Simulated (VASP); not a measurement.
# WBr2F2 (P-6m2) in VASP: relaxation of cell and atoms with PBE

Aim: the relaxation of cell and atoms of WBr2F2 with PBE.

Program: VASP 6.6.1. These are calculated values, not measurements. Logs are shortened: lines on timing, memory, paths and dates and some standing lists are left out, and cuts for length are marked.

## 1. The cell of the first run

It takes space group P-6m2 (No. 187, hexagonal). The conventional cell has a = 4.389 Å, b = 4.389 Å, c = 5.252 Å, α = 90.00°, β = 90.00°, γ = 120.00°. W (site symmetry -6m2) has 5 Br at 2.53 to 2.63 Å and 6 F at 2.77 Å within 3.3 Å. Br (site symmetry -6m2) has 2 W at 2.63 Å and 6 F at 2.94 Å within 3.5 Å. Within 3.3 Å of Br (site symmetry -6m2) lie 3 W at 2.53 Å and 6 F at 2.77 Å. Within 3.0 Å of F (site symmetry 3m) lie 2 F at 2.26 to 2.99 Å and 3 W at 2.77 Å and 6 Br at 2.77 to 2.94 Å.

The cell was generated, and may not be a known phase.

## 2. Relaxation of cell and atoms, PBE, collinear spin

Input file INCAR:

```
SYSTEM = WBr2F2
PREC = Accurate
ENCUT = 600
EDIFF = 1E-6
ISMEAR = 0
SIGMA = 0.1
LREAL = .FALSE.
LASPH = .TRUE.
NELM = 150
ALGO = Normal
ISIF = 3
LWAVE = .FALSE.
LCHARG = .FALSE.
ISPIN = 2
MAGMOM = 1.4 0 0 0 0
LORBIT = 11
LMAXMIX = 4
GGA = PE
IBRION = 2
NSW = 90
EDIFFG = -0.04
```

Input file KPOINTS:

```
Automatic mesh
0
G
  6 6 4
  0 0 0
```

Input file POSCAR:

```
WBr2F2
1.0
    4.3887321912      0.0000000000      0.0000000000
   -2.1943660956      3.8007535680      0.0000000000
    0.0000000000      0.0000000000      5.2521792154
W Br F
1 2 2
Direct
    0.6666666667      0.3333333333      0.0000000000
    0.6666666667      0.3333333333      0.5000000000
    0.3333333333      0.6666666667      0.0000000000
    0.0000000000      0.0000000000      0.7850445772
    0.0000000000      0.0000000000      0.2149554228
```

Potentials or basis: VASP PAW PBE potentials, release 64 (W_sv, Br, F).

The run is started by

```
$ cat potpaw_PBE.64/W_sv/POTCAR potpaw_PBE.64/Br/POTCAR potpaw_PBE.64/F/POTCAR > POTCAR
$ mpirun -np 1 vasp_std > vasp.out
```

OUTCAR:

```text
SYSTEM = WBr2F2
   PREC = Accurate
   ENCUT = 600
   EDIFF = 1E-6
   ISMEAR = 0
   LREAL = .FALSE.
   LASPH = .TRUE.
   NELM = 150
   ISIF = 3
   ISPIN = 2
   LORBIT = 11
   GGA = PE
   IBRION = 2
   NSW = 90
   EDIFFG = -0.04

 ion  position               nearest neighbor table
   1  0.667  0.333  0.000-   3 2.53   3 2.53   3 2.53   2 2.63   2 2.63
   2  0.667  0.333  0.500-   1 2.63   1 2.63
   3  0.333  0.667  0.000-   1 2.53   1 2.53   1 2.53
   4  0.000  0.000  0.785-
   5  0.000  0.000  0.215-

  LATTYP: Found a hexagonal cell.
 ALAT       =     4.3887321912
 C/A-ratio  =     1.1967417893

  Lattice vectors:

 A1 = (   4.3887321912,   0.0000000000,   0.0000000000)
 A2 = (  -2.1943660956,   3.8007535680,   0.0000000000)
 A3 = (   0.0000000000,   0.0000000000,   5.2521792154)

Analysis of symmetry for initial positions (statically):
=====================================================================
 Subroutine PRICEL returns:
 Original cell was already a primitive cell.

 Routine SETGRP: Setting up the symmetry group for a
 hexagonal supercell.

 Subroutine GETGRP returns: Found 12 space group operations
 (whereof 12 operations were pure point group operations)
 out of a pool of 24 trial point group operations.

The static configuration has the point symmetry D_3h.

Analysis of symmetry for dynamics (positions and initial velocities):
=====================================================================
 Subroutine PRICEL returns:
 Original cell was already a primitive cell.

 Routine SETGRP: Setting up the symmetry group for a
 hexagonal supercell.

 Subroutine GETGRP returns: Found 12 space group operations
 (whereof 12 operations were pure point group operations)
 out of a pool of 24 trial point group operations.

The dynamic configuration has the point symmetry D_3h.

Analysis of structural, dynamic, and magnetic symmetry:
=====================================================================
 Subroutine PRICEL returns:
 Original cell was already a primitive cell.

 Routine SETGRP: Setting up the symmetry group for a
 hexagonal supercell.

 Subroutine GETGRP returns: Found 12 space group operations
 (whereof 12 operations were pure point group operations)
 out of a pool of 24 trial point group operations.

The overall configuration has the point symmetry D_3h.

 Subroutine INISYM returns: Found 12 space group operations
 (whereof 12 operations are pure point group operations),
 and found     1 'primitive' translations

----------------------------------------------------------------------------------------

                                     Primitive cell

  volume of cell :      87.6089

  direct lattice vectors                    reciprocal lattice vectors
     4.388732191  0.000000000  0.000000000     0.227856236  0.131552859  0.000000000
    -2.194366096  3.800753568  0.000000000     0.000000000  0.263105719  0.000000000
     0.000000000  0.000000000  5.252179215     0.000000000  0.000000000  0.190397159

  length of vectors
     4.388732191  4.388732191  5.252179215     0.263105719  0.263105719  0.190397159

  position of ions in fractional coordinates (direct lattice)
     0.666666667  0.333333333  0.000000000
     0.666666667  0.333333333  0.500000000
     0.333333333  0.666666667  0.000000000
     0.000000000  0.000000000  0.785044577
     0.000000000  0.000000000  0.214955423

  ion indices of the primitive-cell ions
   primitive index   ion index
                 1           1
                 2           2
                 3           3
                 4           4
                 5           5

----------------------------------------------------------------------------------------

 KPOINTS: Automatic mesh

Automatic generation of k-mesh.
 Grid dimensions read from file:
 generate k-points for:    6    6    4

 Generating k-lattice:

  Cartesian coordinates                     Fractional coordinates (reciprocal lattice)
     0.037976039  0.021925477  0.000000000     0.166666667 -0.000000000  0.000000000
[... 55 lines left out ...]
   EDIFF  = 0.1E-05   stopping-criterion for ELM
   LREAL  =      F    real-space projection
   EDIFFG = -.4E-01   stopping-criterion for IOM
   NSW    =     90    number of steps for IOM
   IBRION =      2    ionic relax: 0-MD 1-quasi-New 2-CG
   NFREE  =      1    steps in history (QN), initial steepest desc. (CG)
   ISIF   =      3    stress and relaxation
   ISYM   =      2    0-nonsym 1-usesym 2-fastsym
   POTIM  = 0.5000    time-step for ionic-motion
   TEBEG  =    0.0;   TEEND  =   0.0 temperature during run
   PSTRESS=    0.0 pullay stress
   NELECT =      42.0000    total number of electrons
   NUPDOWN=      -1.0000    fix difference up-down
   EMIN   =  10.00;   EMAX   =-10.00  energy-range for DOS
   EFERMI =   0.00;   METHOD = LEGACY
   ISMEAR =     0;   SIGMA  =   0.10  broadening in eV -4-tet -1-fermi 0-gaus
   EFERMI_NEDOS =   21; number of points for ismear=-14 and -15
   IALGO  =     38    algorithm
   IMIX   =      4    mixing-type and parameters
     AMIX     =   0.40;   BMIX     =  1.00
     AMIX_MAG =   1.60;   BMIX_MAG =  1.00
  volume/ion in A,a.u.               =      17.52       118.24
  Fermi-wavevector in a.u.,A,eV,Ry     =   1.281273  2.421256 22.336162  1.641662
  Thomas-Fermi vector in A             =   2.413653
   LORBIT       =     11    0 simple, 1 ext, 2 COOP (PROOUT), +10 PAW based schemes
   GGA     = PE    functional components
   LHFCALC =     F    Hartree Fock is set to
   AEXX    =    0.0000 exact exchange contribution
   IVDW    =     0    specifies the selected vdW correction
   LEPSILON=     F    determine dielectric tensor
   LRPA    =     F    only Hartree local field effects (RPA)
 conjugate gradient relaxation of ions
 spin polarized calculation
 Gauss-broadening in eV      SIGMA  =   0.10
  energy-cutoff  :      600.00
  volume of cell :       87.61
 maximum number of plane-waves:      2967
 NGX is ok and might be reduce to    36
   NGX = 17   NGY = 17   NGZ = 21

--------------------------------------- Ionic step        1  -------------------------------------------

 number of electron      41.9999986 magnetization       1.9570600

 Free energy of the ion-electron system (eV)
  ---------------------------------------------------
  ext. energy  EPLUGINS =         0.00000000
  ---------------------------------------------------
  free energy    TOTEN  =       -21.22992125 eV

  energy without entropy =      -21.21803384  energy(sigma->0) =      -21.22397754

------------------------ aborting loop because EDIFF is reached ----------------------------------------

  FORCE on cell =-STRESS in cart. coord.  units (eV):
  Direction    XX          YY          ZZ          XY          YZ          ZX
  --------------------------------------------------------------------------------------
  -------------------------------------------------------------------------------------
  Total       -0.2284280     -0.2284280     -0.1117945      0.0000000     -0.0000000      0.0000000
  in kB       -4.1774532     -4.1774532     -2.0444790      0.0000000     -0.0000000      0.0000000
  external PRESSURE =      -3.4664618 kB  Pullay stress =       0.0000000 kB

 VOLUME and BASIS-vectors are now :
 -----------------------------------------------------------------------------
  energy-cutoff  :      600.00
  volume of cell :       87.61
      direct lattice vectors                 reciprocal lattice vectors
     4.388732191  0.000000000  0.000000000     0.227856236  0.131552859  0.000000000
    -2.194366096  3.800753568  0.000000000     0.000000000  0.263105719  0.000000000
     0.000000000  0.000000000  5.252179215     0.000000000  0.000000000  0.190397159

 POSITION                                       TOTAL-FORCE (eV/Angst)
 -----------------------------------------------------------------------------------
      2.19437      1.26692      0.00000         0.000000      0.000000      0.000000
      2.19437      1.26692      2.62609         0.000000     -0.000000      0.000000
     -0.00000      2.53384      0.00000        -0.000000      0.000000      0.000000
      0.00000      0.00000      4.12319         0.000000     -0.000000     -0.054319
      0.00000      0.00000      1.12898         0.000000     -0.000000      0.054319
 -----------------------------------------------------------------------------------
    total drift:                                0.000000     -0.000000      0.000000

  FREE ENERGIE OF THE ION-ELECTRON SYSTEM (eV)
  ---------------------------------------------------
  free  energy   TOTEN  =       -21.2299212503 eV

  energy  without entropy=      -21.2180338384  energy(sigma->0) =      -21.22397754

--------------------------------------- Ionic step        2  -------------------------------------------

 number of electron      41.9999984 magnetization       1.9471117

 Free energy of the ion-electron system (eV)
  ---------------------------------------------------
  ext. energy  EPLUGINS =         0.00000000
  ---------------------------------------------------
  free energy    TOTEN  =       -21.23046412 eV

  energy without entropy =      -21.21825281  energy(sigma->0) =      -21.22435847

 E-fermi :   3.7901     XC(G=0): -10.1844

 val. band max:        3.7839108133   @ k =   0.3333   0.0000   0.5000
 cond. band min:       3.8163797368   @ k =   0.3333   0.1667   0.0000
 fundamental gap:      0.0324689236
 Fermi energy:         3.7900598226

 spin component 1

 k-point     1 :       0.0000    0.0000    0.0000
  band No.  band energies     occupation
      1     -72.1872      1.00000
      2     -36.4739      1.00000
      3     -36.4739      1.00000
      4     -36.3497      1.00000
      5     -18.1772      1.00000
      6     -17.4106      1.00000
[... 598 lines left out ...]
     25       6.8390      0.00000
     26      10.5170      0.00000
 Fermi energy:         3.7900598226

 spin component 2

 k-point     1 :       0.0000    0.0000    0.0000
  band No.  band energies     occupation
      1     -71.4100      1.00000
      2     -35.4630      1.00000
      3     -35.4630      1.00000
      4     -35.2416      1.00000
      5     -18.1014      1.00000
      6     -17.3346      1.00000
[... 598 lines left out ...]
     25       7.4979      0.00000
     26      11.2129      0.00000

------------------------ aborting loop because EDIFF is reached ----------------------------------------

  FORCE on cell =-STRESS in cart. coord.  units (eV):
  Direction    XX          YY          ZZ          XY          YZ          ZX
  --------------------------------------------------------------------------------------
  -------------------------------------------------------------------------------------
  Total        0.0857808      0.0857808     -0.0024695      0.0000000      0.0000000      0.0000000
  in kB        1.5773842      1.5773842     -0.0454105      0.0000000      0.0000000      0.0000000
  external PRESSURE =       1.0364527 kB  Pullay stress =       0.0000000 kB

 VOLUME and BASIS-vectors are now :
 -----------------------------------------------------------------------------
  energy-cutoff  :      600.00
  volume of cell :       87.13
      direct lattice vectors                 reciprocal lattice vectors
     4.379059449  0.000000000  0.000000000     0.228359540  0.131843442  0.000000000
    -2.189529725  3.792376728  0.000000000     0.000000000  0.263686883  0.000000000
     0.000000000 -0.000000000  5.246513939     0.000000000  0.000000000  0.190602753

 POSITION                                       TOTAL-FORCE (eV/Angst)
 -----------------------------------------------------------------------------------
      2.18953      1.26413      0.00000         0.000000      0.000000      0.000000
      2.18953      1.26413      2.62326         0.000000      0.000000      0.000000
     -0.00000      2.52825      0.00000        -0.000000      0.000000      0.000000
     -2.18953      3.79238      4.11613         0.000000      0.000000     -0.025022
     -2.18953      3.79238      1.13038         0.000000     -0.000000      0.025022
 -----------------------------------------------------------------------------------
    total drift:                                0.000000     -0.000000      0.000000

  FREE ENERGIE OF THE ION-ELECTRON SYSTEM (eV)
  ---------------------------------------------------
  free  energy   TOTEN  =       -21.2304641235 eV

  energy  without entropy=      -21.2182528094  energy(sigma->0) =      -21.22435847

 reached required accuracy - stopping structural energy minimisation

 total charge

# of ion       s       p       d       tot
------------------------------------------
    1        2.258   6.149   3.146  11.553
    2        1.620   3.182   0.034   4.835
    3        1.623   3.183   0.086   4.892
    4        1.747   4.263   0.000   6.010
    5        1.747   4.263   0.000   6.010
--------------------------------------------------
tot          8.995  21.039   3.265  33.299

 magnetization (x)

# of ion       s       p       d       tot
------------------------------------------
    1        0.036   0.012   1.539   1.588
    2        0.009  -0.026   0.016  -0.001
    3        0.007  -0.041   0.023  -0.011
    4        0.002   0.037   0.000   0.040
    5        0.002   0.037   0.000   0.040
--------------------------------------------------
tot          0.057   0.019   1.578   1.655
```

Wall time 6.1 min (1 thread of Intel Xeon 8259CL, shared host); peak memory 0.32 GiB.

Results:

```
Free energy                                           : -21.2305 eV
Relaxed volume                                        : 17.43 Å³/atom
Relaxed cell                                          : a = 4.379 Å, b = 4.379 Å, c = 5.247 Å, α = 90.00°, β = 90.00°, γ = 120.00°
Space group after relaxing (to 0.1 Å)                 : P-6m2 (No. 187)
Energy gained by relaxing                             : 0.1 meV/atom
Ionic steps                                           : 2
Pressure after relaxing                               : 0.1 GPa
Largest force after relaxing                          : 0.025 eV/Å
Net moment                                            : 1.95 μB per cell
Site moments                                          : W +1.59; Br -0.00, -0.01; F +0.04 μB
Valence electrons inside the program's atomic spheres : W 11.55; Br 4.83, 4.89; F 6.01
```

Forces on the atoms (eV/Å):
```
W    0.000  0.000  0.000
Br   0.000  0.000  0.000
Br   0.000  0.000  0.000
F    0.000  0.000 -0.025
F    0.000  0.000  0.025
```

Step by step:
```
step  energy change (eV)  largest force (eV/Å)  pressure (GPa)  volume (Å³)
   1              0.0000                0.0543           -0.35        87.61
   2             -0.0005                0.0250            0.10        87.13
```

Final structure:
```
W Br F
1.0
     4.37906    0.00000    0.00000
    -2.18953    3.79238    0.00000
     0.00000    0.00000    5.24651
W Br F
1 2 2
Cartesian
  2.1895 1.2641 0.0000
  2.1895 1.2641 2.6233
  0.0000 2.5283 0.0000
  -2.1895 3.7924 4.1161
  -2.1895 3.7924 1.1304
```

Levels at points of the mesh, in eV from the Fermi level:
Spin up:
| k point | band 19 | band 20 | band 21 | band 22 | band 23 | band 24 | band 25 | band 26 |
| --- | --- | --- | --- | --- | --- | --- | --- | --- |
| (0.00, 0.00, 0.00) | -1.37 | -1.19 | -1.14 | -1.14 | -0.57 | 2.25 | 2.25 | 2.25 |
| (0.50, 0.00, 0.00) | -1.66 | -1.33 | -0.64 | -0.64 | -0.32 | -0.20 | 0.91 | 4.44 |
| (0.00, 0.00, 0.50) | -2.07 | -1.90 | 0.13 | 0.13 | 1.28 | 2.21 | 2.21 | 6.42 |
| (0.50, 0.00, 0.50) | -1.45 | -1.22 | -0.68 | 0.08 | 0.42 | 0.91 | 3.18 | 6.72 |
Spin down:
| k point | band 18 | band 19 | band 20 | band 21 | band 22 | band 23 |
| --- | --- | --- | --- | --- | --- | --- |
| (0.00, 0.00, 0.00) | -1.33 | -1.33 | -1.12 | 0.07 | 0.07 | 0.51 |
| (0.50, 0.00, 0.00) | -1.67 | -1.58 | -1.25 | 0.29 | 0.50 | 0.75 |
| (0.00, 0.00, 0.50) | -1.85 | -1.85 | -1.83 | 1.17 | 1.17 | 2.13 |
| (0.50, 0.00, 0.50) | -2.12 | -1.32 | -1.06 | 0.30 | 1.21 | 1.54 |

Caveat: spin-orbit coupling is left out, which moves the levels of the heavy elements.
